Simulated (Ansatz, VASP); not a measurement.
# Two plane-wave programs on Mg2ZnS3

INCAR

```
PREC     = Accurate       # precision mode
ENCUT    = 750            # plane-wave cutoff, eV
EDIFF    = 1E-7           # SCF threshold, eV
ISMEAR   = 0              # smearing method
SIGMA    = 0.1            # smearing width, eV
LREAL    = False          # projectors in reciprocal space
LASPH    = True           # aspherical terms in the spheres
NELM     = 120            # most SCF steps
ALGO     = Normal         # electronic algorithm
ISIF     = 3              # what is computed and relaxed
LWAVE    = False          # write WAVECAR
LCHARG   = False          # write CHGCAR
GGA      = PE             # functional
IBRION   = 2              # ionic algorithm
NSW      = 90             # ionic steps
EDIFFG   = -0.04          # ionic threshold
GGA_COMPAT= False        
NELMIN   = 4
```

File KPOINTS:

```
regular mesh
0
Gamma
  3 3 6
```

Contents of POSCAR:

```
Mg2ZnS3
1.0
    6.4993871813      0.0000000000      0.0000000000
   -3.2496935907      5.6286344080      0.0000000000
    0.0000000000      0.0000000000      3.5371393186
Mg Zn S
2 1 3
Direct
    0.3333333333      0.6666666667      0.0000000000
    0.6666666667      0.3333333333      0.0000000000
    0.0000000000      0.0000000000      0.0000000000
    0.5000000000      0.0000000000      0.5000000000
    0.0000000000      0.5000000000      0.5000000000
    0.5000000000      0.5000000000      0.5000000000
```

Input for Ansatz:

```yaml
crystal:
  lattice:
    - [6.4993871813, 0.0, 0.0]
    - [-3.2496935907, 5.628634408, 0.0]
    - [0.0, 0.0, 3.5371393186]
  atoms:
    - { symbol: Mg, position: [0.3333333333, 0.6666666667, 0.0] }
    - { symbol: Mg, position: [0.6666666667, 0.3333333333, 0.0] }
    - { symbol: Zn, position: [0.0, 0.0, 0.0] }
    - { symbol: S, position: [0.5, 0.0, 0.5] }
    - { symbol: S, position: [0.0, 0.5, 0.5] }
    - { symbol: S, position: [0.5, 0.5, 0.5] }
basis:
  ecutwfc: 420
kpoints:
  mp_grid: { grid: [3, 3, 6] }
hamiltonian:
  xc: pbe
scf:
  occupations: { method: gaussian, width: 0.1 }
  lower_state_search: "off"
output:
  forces: true
  stress: true
  eigenvalues: true
relax:
  adjacent_minimum: "off"
  f_tol: 0.04
  max_steps: 70
  cell: { stress_tol: 0.4 }
```

Change from the starting cell: species swapped into the NdGa2Pt3 type (P6/mmm, No. 191).

Alike in both runs: task relaxation of cell and atoms; functional PBE; k mesh 3 × 3 × 6; occupations gaussian, width 0.1 eV; no spin polarisation.

|  | VASP | Ansatz |
| --- | --- | --- |
| version | VASP 6.6.1 | Ansatz 0.2.0 |
| potentials or method | VASP PAW PBE potentials, release 64 (Mg_sv, Zn, S), cutoff 750 eV | scalar-relativistic, plane waves, PAW |
| valence electrons in the cell | 50 | 50 |

VASP gave:

| Property | Result |
| --- | --- |
| gap on the k mesh at the Fermi level, each at its own relaxed structure (eV) | none |
| relaxed volume (Å³/atom) | 21.12 |
| relaxed cell length with the largest relative difference (Å) | 6.382 |

Question: Which values does Ansatz return?

Answer: gap on the k mesh at the Fermi level, each at its own relaxed structure (eV): none; relaxed volume (Å³/atom): 21.38; relaxed cell length with the largest relative difference (Å): 6.437.

A gap of «none» marks a metal or a gap that the smearing closes.

The k mesh is coarse, so the values compare programs but aren't converged.
